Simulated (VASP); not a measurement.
**WSe2: single point with PBEsol**

The system is WSe2.

```
W Se
1.0
     3.27115    0.00000    0.00000
    -1.63558    2.83290    0.00000
     0.00000    0.00000   13.22067
W Se
2 4
Cartesian
  0.0000 1.8886 3.3052
  1.6963 1.0050 9.9155
  -0.0707 1.8179 8.2416
  1.6356 0.9444 1.6312
  -0.0707 1.8179 11.5894
  1.6356 0.9444 4.9791
```

This cell differs from its parent crystal: atoms displaced along a vibrational mode.

```json
{
 "Program": "VASP 6.6.1",
 "Task": "single point",
 "Functional": "PBEsol",
 "Potentials or basis": "VASP PAW PBE potentials, release 64 (W_sv, Se)",
 "Cutoff": "520 eV",
 "k mesh": "12 × 12 × 2",
 "Occupations": "gaussian, width 0.05 eV",
 "Spin": "no spin polarisation",
 "Dipole correction": "no",
 "Further INCAR settings": "ALGO = Normal; EDIFF = 1e-06; NBANDS = 35"
}
```

```json
{"Pressure": "1.4 GPa", "Largest force": "3.583 eV/Å", "Band gap on the k mesh": "1.00 eV (least direct gap 1.55 eV)"}
```

Forces on the atoms (eV/Å):
```
W   -0.002 -0.001  0.000
W   -2.633 -2.430  0.000
Se   1.317  1.216 -0.486
Se   0.000 -0.001 -0.066
Se   1.317  1.216  0.486
Se   0.000 -0.001  0.066
```

Stress tensor (GPa, compression positive):
```
 2.33  1.29  0.00
 1.29 -0.38  0.00
 0.00  0.00  2.39
```

Levels at points of the mesh, in eV from the valence-band top:
```
           k point  band 22  band 23  band 24  band 25  band 26  band 27  band 28  band 29  band 30  band 31
(0.00, 0.00, 0.00)    -1.38    -1.13    -1.06    -0.58     0.00     1.94     2.45     2.85     2.85     3.02
(0.50, 0.00, 0.00)    -2.36    -1.62    -1.25    -1.11    -0.86     2.21     2.33     2.49     2.81     3.25
(0.00, 0.50, 0.00)    -2.13    -1.56    -1.26    -1.07    -0.52     2.31     2.34     2.48     2.74     2.83
(0.50, 0.50, 0.00)    -2.23    -1.76    -1.26    -1.07    -0.38     2.28     2.33     2.50     2.70     2.84
(0.00, 0.00, 0.50)    -1.38    -1.38    -0.58    -0.25    -0.20     1.94     2.46     2.84     2.86     3.03
(0.50, 0.00, 0.50)    -2.46    -1.58    -1.24    -1.06    -0.91     2.21     2.32     2.65     2.69     3.47
(0.00, 0.50, 0.50)    -2.15    -1.56    -1.25    -1.06    -0.53     2.32     2.36     2.66     2.68     2.87
(0.50, 0.50, 0.50)    -2.27    -1.75    -1.25    -1.06    -0.39     2.30     2.32     2.65     2.71     2.81
```

Run time: 6.3 min on 1 thread of Intel(R) Xeon(R) Platinum 8259CL CPU @ 2.50GHz (Skylake/Cascade Lake) (shared host), peak memory 0.6 GiB.

Caveat: the cell differs from its parent crystal (atoms displaced along a vibrational mode); the PAW data sets were made with another functional, which shifts forces and pressure a little; spin-orbit coupling is left out, which moves the levels of the heavy elements; this functional lacks dispersion, which binds layers or chains, so the pressure and a relaxed spacing across them are unreliable. A k mesh can miss the band edges.
